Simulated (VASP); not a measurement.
# GaSb in VASP: further runs

Runs on GaSb. Level: PBEsol. Tasks: single point, relaxation of the atoms.

Everything below comes from runs of VASP 6.6.1. Logs are shortened: lines on timing, memory, paths and dates and some standing lists are left out, and cuts for length are marked.

**1. The cell of the first run**

The cell holds a slab with vacuum, 6 atoms: a = 4.321 Å, b = 4.321 Å, c = 24.639 Å, α = 90.00°, β = 90.00°, γ = 90.00°.

**2. Single point, PBEsol**

File INCAR:

```
SYSTEM = GaSb
PREC     = Accurate       ! precision mode
ENCUT    = 400            ! plane-wave cutoff, eV
EDIFF    = 1E-6           ! SCF threshold, eV
ISMEAR   = 0              ! smearing method
SIGMA    = 0.1            ! smearing width, eV
LREAL    = .False.        ! projectors in reciprocal space
LASPH    = .True.         ! aspherical terms in the spheres
NELM     = 120            ! most SCF steps
ALGO     = Normal         ! electronic algorithm
ISIF     = 2              ! what is computed and relaxed
LWAVE    = .False.        ! write WAVECAR
LCHARG   = .False.        ! write CHGCAR
LDIPOL   = .True.       
IDIPOL   = 3            
DIPOL    = 0.5 0.5 0.500
GGA      = PS             ! functional
NBANDS   = 36             ! bands
GGA_COMPAT= .False.      
NELMDL   = -8
```

File KPOINTS:

```
Automatic mesh
0
Gamma
  9 9 1
  0.5 0.5 0
```

File POSCAR:

```
GaSb
1.0
    4.3212908973      0.0000000000      0.0000000000
    0.0000000000      4.3212908973      0.0000000000
    0.0000000000      0.0000000000     24.6390352424
Sb Ga
3 3
Direct
    0.0000000000      0.5000000000      0.3449810399
    0.5000000000      0.0000000000      0.4689962080
    0.0000000000      0.5000000000      0.5929554365
    0.5000000000      0.5000000000      0.4069886239
    0.0000000000      0.0000000000      0.5299004987
    0.5000000000      0.5000000000      0.6586026857
```

Potentials or basis: VASP PAW PBE potentials, release 64 (Sb, Ga_d).

On the command line:

```sh
cat potpaw_PBE.64/Sb/POTCAR potpaw_PBE.64/Ga_d/POTCAR > POTCAR
mpirun -np 1 vasp_std > vasp.out
```

OUTCAR:

```text
SYSTEM = GaSb
   PREC = Accurate
   ENCUT = 400
   EDIFF = 1E-6
   ISMEAR = 0
   LREAL = .False.
   LASPH = .True.
   NELM = 120
   ISIF = 2
   GGA = PS
   NELMDL = -8

 ion  position               nearest neighbor table
   1  0.000  0.500  0.345-   4 2.65   4 2.65
   2  0.500  0.000  0.469-   5 2.63   5 2.63   4 2.65   4 2.65
   3  0.000  0.500  0.593-   5 2.66   5 2.66   6 2.70   6 2.70
   4  0.500  0.500  0.407-   1 2.65   1 2.65   2 2.65   2 2.65
   5  0.000  0.000  0.530-   2 2.63   2 2.63   3 2.66   3 2.66
   6  0.500  0.500  0.659-   3 2.70   3 2.70

  LATTYP: Found a simple tetragonal cell.
 ALAT       =     4.3212908973
 C/A-ratio  =     5.7017765820

  Lattice vectors:

 A1 = (   4.3212908973,   0.0000000000,   0.0000000000)
 A2 = (   0.0000000000,   4.3212908973,   0.0000000000)
 A3 = (   0.0000000000,   0.0000000000,  24.6390352424)

Analysis of symmetry for initial positions (statically):
=====================================================================
 Subroutine PRICEL returns:
 Original cell was already a primitive cell.

 Routine SETGRP: Setting up the symmetry group for a
 simple tetragonal supercell.

 Subroutine GETGRP returns: Found  4 space group operations
 (whereof  4 operations were pure point group operations)
 out of a pool of 16 trial point group operations.

The static configuration has the point symmetry C_2v.

Analysis of symmetry for dynamics (positions and initial velocities):
=====================================================================
 Subroutine PRICEL returns:
 Original cell was already a primitive cell.

 Routine SETGRP: Setting up the symmetry group for a
 simple tetragonal supercell.

 Subroutine GETGRP returns: Found  4 space group operations
 (whereof  4 operations were pure point group operations)
 out of a pool of 16 trial point group operations.

The dynamic configuration has the point symmetry C_2v.

 Subroutine INISYM returns: Found  4 space group operations
 (whereof  4 operations are pure point group operations),
 and found     1 'primitive' translations

----------------------------------------------------------------------------------------

                                     Primitive cell

  volume of cell :     460.0984

  direct lattice vectors                    reciprocal lattice vectors
     4.321290897  0.000000000  0.000000000     0.231412331  0.000000000  0.000000000
     0.000000000  4.321290897  0.000000000     0.000000000  0.231412331  0.000000000
     0.000000000  0.000000000 24.639035242     0.000000000  0.000000000  0.040586005

  length of vectors
     4.321290897  4.321290897 24.639035242     0.231412331  0.231412331  0.040586005

  position of ions in fractional coordinates (direct lattice)
     0.000000000  0.500000000  0.344981040
     0.500000000  0.000000000  0.468996208
     0.000000000  0.500000000  0.592955436
     0.500000000  0.500000000  0.406988624
     0.000000000  0.000000000  0.529900499
     0.500000000  0.500000000  0.658602686

  ion indices of the primitive-cell ions
   primitive index   ion index
                 1           1
                 2           2
                 3           3
                 4           4
                 5           5
                 6           6

----------------------------------------------------------------------------------------

 KPOINTS: Automatic mesh

Automatic generation of k-mesh.
 Grid dimensions read from file:
 generate k-points for:    9    9    1

 Generating k-lattice:

  Cartesian coordinates                     Fractional coordinates (reciprocal lattice)
     0.025712481  0.000000000  0.000000000     0.111111111  0.000000000  0.000000000
     0.000000000  0.025712481  0.000000000     0.000000000  0.111111111  0.000000000
     0.000000000  0.000000000  0.040586005     0.000000000  0.000000000  1.000000000

  Length of vectors
     0.025712481  0.025712481  0.040586005

  Shift w.r.t. Gamma in fractional coordinates (k-lattice)
     0.500000000  0.500000000  0.000000000

 Subroutine IBZKPT returns following result:
 ===========================================

 Found     25 irreducible k-points:

 Following reciprocal coordinates:
            Coordinates               Weight
  0.055556  0.055556  0.000000      4.000000
  0.166667  0.055556  0.000000      4.000000
 -0.055556  0.166667  0.000000      4.000000
  0.277778  0.055556  0.000000      4.000000
 -0.055556  0.277778  0.000000      4.000000
  0.388889  0.055556  0.000000      4.000000
[... 16 lines left out ...]
  0.500000  0.388889  0.000000      2.000000
 -0.388889  0.500000  0.000000      2.000000
   k-points           NKPTS =     25   k-points in BZ     NKDIM =     25   number of bands    NBANDS=     36
   number of dos      NEDOS =    301   number of ions     NIONS =      6
   total plane-waves  NPLWV = 127008
   dimension x,y,z NGX =    28 NGY =   28 NGZ =  162
   dimension x,y,z NGXF=    56 NGYF=   56 NGZF=  324
   ions per type =               3   3
   NGX,Y,Z   is equivalent  to a cutoff of  10.77, 10.77, 10.93 a.u.
   NGXF,Y,Z  is equivalent  to a cutoff of  21.54, 21.54, 21.86 a.u.
 SYSTEM =  GaSb
   PREC   = accura    normal or accurate (medium, high low for compatibility)
   ISTART =      0    job   : 0-new  1-cont  2-samecut
   ICHARG =      2    charge: 1-file 2-atom 10-const
   ISPIN  =      1    spin polarized calculation?
   LNONCOLLINEAR =      F non collinear calculations
   LSORBIT =      F    spin-orbit coupling
   LASPH  =      T    aspherical Exc in radial PAW
   ENCUT  =  400.0 eV  29.40 Ry    5.42 a.u.   7.05  7.05 40.18*2*pi/ulx,y,z
   NELM   =    120;   NELMIN=  2; NELMDL= -8     # of ELM steps
   EDIFF  = 0.1E-05   stopping-criterion for ELM
   LREAL  =      F    real-space projection
   EDIFFG = 0.1E-04   stopping-criterion for IOM
   NSW    =      0    number of steps for IOM
   IBRION =     -1    ionic relax: 0-MD 1-quasi-New 2-CG
   NFREE  =      0    steps in history (QN), initial steepest desc. (CG)
   ISIF   =      2    stress and relaxation
   ISYM   =      2    0-nonsym 1-usesym 2-fastsym
   POTIM  = 0.5000    time-step for ionic-motion
   TEBEG  =    0.0;   TEEND  =   0.0 temperature during run
   PSTRESS=    0.0 pullay stress
   NELECT =      54.0000    total number of electrons
   NUPDOWN=      -1.0000    fix difference up-down
   EMIN   =  10.00;   EMAX   =-10.00  energy-range for DOS
   EFERMI =   0.00;   METHOD = LEGACY
   ISMEAR =     0;   SIGMA  =   0.10  broadening in eV -4-tet -1-fermi 0-gaus
   EFERMI_NEDOS =   21; number of points for ismear=-14 and -15
   IALGO  =     38    algorithm
   IMIX   =      4    mixing-type and parameters
     AMIX     =   0.40;   BMIX     =  1.00
     AMIX_MAG =   1.60;   BMIX_MAG =  1.00
  volume/ion in A,a.u.               =      76.68       517.48
  Fermi-wavevector in a.u.,A,eV,Ry     =   0.801535  1.514682  8.741178  0.642458
  Thomas-Fermi vector in A             =   1.909041
   LORBIT       =      0    0 simple, 1 ext, 2 COOP (PROOUT), +10 PAW based schemes
   GGA     = PS    functional components
   LHFCALC =     F    Hartree Fock is set to
   AEXX    =    0.0000 exact exchange contribution
   IVDW    =     0    specifies the selected vdW correction
   LEPSILON=     F    determine dielectric tensor
   LRPA    =     F    only Hartree local field effects (RPA)
 non-spin polarized calculation
 Gauss-broadening in eV      SIGMA  =   0.10
  energy-cutoff  :      400.00
  volume of cell :      460.10
 maximum number of plane-waves:      8402
   NGX = 15   NGY = 15   NGZ = 81

 dipolmoment           0.000000      0.000000      0.033298 electrons x Angstroem

 number of electron      54.0000051 magnetization

 dipolmoment           0.000000      0.000000     -0.094724 electrons x Angstroem

 Free energy of the ion-electron system (eV)
  ---------------------------------------------------
  ext. energy  EPLUGINS =         0.00000000
  ---------------------------------------------------
  free energy    TOTEN  =       -21.64248120 eV

  energy without entropy =      -21.62205274  energy(sigma->0) =      -21.63226697

 E-fermi :  -1.3445     XC(G=0):  -4.1415

 val. band max:       -1.3555760873   @ k =   0.3889   0.2778   0.0000
 cond. band min:      -1.2796535259   @ k =   0.2778   0.2778   0.0000
 fundamental gap:      0.0759225614
 Fermi energy:        -1.3444737852

 k-point     1 :       0.0556    0.0556    0.0000
  band No.  band energies     occupation
      1     -16.1683      2.00000
      2     -16.1463      2.00000
      3     -16.1332      2.00000
      4     -16.1319      2.00000
      5     -16.1081      2.00000
      6     -16.0848      2.00000
[... 28 lines left out ...]
     35       2.4279      0.00000
     36       3.0060      0.00000

 k-point     2 :       0.1667    0.0556    0.0000
  band No.  band energies     occupation
      1     -16.1661      2.00000
      2     -16.1462      2.00000
      3     -16.1369      2.00000
      4     -16.1303      2.00000
      5     -16.1061      2.00000
      6     -16.0857      2.00000
[... 28 lines left out ...]
     35       2.7371      0.00000
     36       3.0371      0.00000

 k-point     3 :      -0.0556    0.1667    0.0000
  band No.  band energies     occupation
      1     -16.1691      2.00000
      2     -16.1474      2.00000
      3     -16.1321      2.00000
      4     -16.1297      2.00000
      5     -16.1078      2.00000
      6     -16.0855      2.00000
[... 28 lines left out ...]
     35       2.5579      0.00000
     36       3.0999      0.00000
[... 742 lines left out ...]
 k-point    23 :       0.5000    0.3889    0.0000
  band No.  band energies     occupation
      1     -16.1720      2.00000
      2     -16.1590      2.00000
      3     -16.1230      2.00000
      4     -16.1183      2.00000
      5     -16.0991      2.00000
      6     -16.0925      2.00000
[... 28 lines left out ...]
     35       3.4589      0.00000
     36       4.0156      0.00000

 k-point    24 :      -0.3889    0.5000    0.0000
  band No.  band energies     occupation
      1     -16.1744      2.00000
      2     -16.1571      2.00000
      3     -16.1218      2.00000
      4     -16.1181      2.00000
      5     -16.1001      2.00000
      6     -16.0925      2.00000
[... 28 lines left out ...]
     35       3.3072      0.00000
     36       4.1185      0.00000

 [... further k-points ...]

------------------------ aborting loop because EDIFF is reached ----------------------------------------

 vacuum level on the upper side and lower side of the slab       (xc-potential included)        -0.562         0.334

  FORCE on cell =-STRESS in cart. coord.  units (eV):
  Direction    XX          YY          ZZ          XY          YZ          ZX
  --------------------------------------------------------------------------------------
  -------------------------------------------------------------------------------------
  Total       -0.7892395     -1.7032614     -0.0455257      0.0000000      0.0000000      0.0000000
  in kB       -2.7483288     -5.9311812     -0.1585318      0.0000000      0.0000000      0.0000000
  external PRESSURE =      -2.9460139 kB  Pullay stress =       0.0000000 kB

 VOLUME and BASIS-vectors are now :
 -----------------------------------------------------------------------------
  energy-cutoff  :      400.00
  volume of cell :      460.10
      direct lattice vectors                 reciprocal lattice vectors
     4.321290897  0.000000000  0.000000000     0.231412331  0.000000000  0.000000000
     0.000000000  4.321290897  0.000000000     0.000000000  0.231412331  0.000000000
     0.000000000  0.000000000 24.639035242     0.000000000  0.000000000  0.040586005

 POSITION                                       TOTAL-FORCE (eV/Angst)
 -----------------------------------------------------------------------------------
      0.00000      2.16065      8.50000         0.000000      0.000000      0.164631
      2.16065      0.00000     11.55561         0.000000      0.000000      0.144563
      0.00000      2.16065     14.60985         0.000000      0.000000     -0.005820
      2.16065      2.16065     10.02781         0.000000      0.000000     -0.346425
      0.00000      0.00000     13.05624         0.000000      0.000000      0.026020
      2.16065      2.16065     16.22733         0.000000      0.000000      0.017032
 -----------------------------------------------------------------------------------
    total drift:                                0.000000      0.000000      0.001585

  FREE ENERGIE OF THE ION-ELECTRON SYSTEM (eV)
  ---------------------------------------------------
  free  energy   TOTEN  =       -21.6424811986 eV

  energy  without entropy=      -21.6220527380  energy(sigma->0) =      -21.63226697

 vacuum level on the upper side and lower side of the slab         2.918         3.837
```

Wall time 10 min (1 thread of AMD EPYC 7R43 (Zen 3), shared host); peak memory 0.45 GiB.

What came out:

| Property | Result |
| --- | --- |
| Free energy | -21.6425 eV |
| Largest force | 0.346 eV/Å |
| Band gap on the k mesh | zero (bands 27 and 28 overlap by 0.95 eV) |

Forces in eV/Å, atoms in the order of the input:
```
Sb   0.000  0.000  0.165
Sb   0.000  0.000  0.145
Sb   0.000  0.000 -0.006
Ga   0.000  0.000 -0.346
Ga   0.000  0.000  0.026
Ga   0.000  0.000  0.017
```

Levels at points of the mesh, in eV from the Fermi level:
| k point | band 24 | band 25 | band 26 | band 27 | band 28 | band 29 | band 30 | band 31 |
| --- | --- | --- | --- | --- | --- | --- | --- | --- |
| (0.50, 0.50, 0.00) | -2.56 | -2.40 | -0.84 | -0.81 | -0.50 | 0.36 | 2.25 | 2.61 |

Caveat: the PAW data sets were made with another functional, which shifts forces and pressure a little; spin-orbit coupling is left out, which moves the levels of the heavy elements.

(Part 1 of 2 ends here.)
